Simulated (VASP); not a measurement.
CdSe (Cadmoselite):

```
CELL_PARAMETERS angstrom
4.30000 0.00000 0.00000
-2.15000 3.72391 0.00000
0.00000 0.00000 7.02000
ATOMIC_POSITIONS crystal
Cd 0.33333 0.66667 0.00000
Cd 0.66667 0.33333 0.50000
Se 0.33333 0.66667 0.38500
Se 0.66667 0.33333 0.88500
```

```yaml
Program: VASP 6.6.1
Task: relaxation of cell and atoms
Functional: PBEsol
Potentials_or_basis: VASP PAW PBE potentials, release 64 (Cd, Se)
Cutoff: 600 eV
k_mesh: 8 × 8 × 4
Occupations: fermi-dirac, width 0.08 eV
Spin: no spin polarisation
```

At the start: pressure 0.5 GPa; volume 28.10 Å³/atom.

**Question.** How do energy, volume and symmetry change on relaxing?

**Answer.** Over 12 steps the energy falls by 4.9 meV/atom and the volume is 28.29 Å³/atom (+0.7 %); space group P6_3mc (No. 186, to 0.05 Å).

Step by step:
```tsv
step	energy change (eV)	largest force (eV/Å)	pressure (GPa)	volume (Å³)
1	0.0000	0.2743	0.45	112.41
2	-0.0159	0.0638	-0.24	113.70
3	-0.0159	0.0674	-0.23	113.68
4	-0.0173	0.0378	0.03	113.09
5	-0.0174	0.0243	0.15	112.84
6	-0.0186	0.0220	0.12	112.91
7	-0.0197	0.0147	0.04	113.08
8	-0.0197	0.0150	0.04	113.08
9	-0.0198	0.0073	-0.05	113.29
10	-0.0198	0.0021	-0.01	113.20
11	-0.0198	0.0011	0.02	113.15
12	-0.0198	0.0001	0.00	113.17
```

Final structure:
```
CELL_PARAMETERS angstrom
4.30992 0.00000 0.00000
-2.15496 3.73250 0.00000
0.00000 0.00000 7.03475
ATOMIC_POSITIONS crystal
Cd 0.33333 0.66667 0.00466
Cd 0.66667 0.33333 0.50466
Se 0.33333 0.66667 0.38034
Se 0.66667 0.33333 0.88034
```

Caveat: the PAW data sets were made with another functional, which shifts forces and pressure a little.
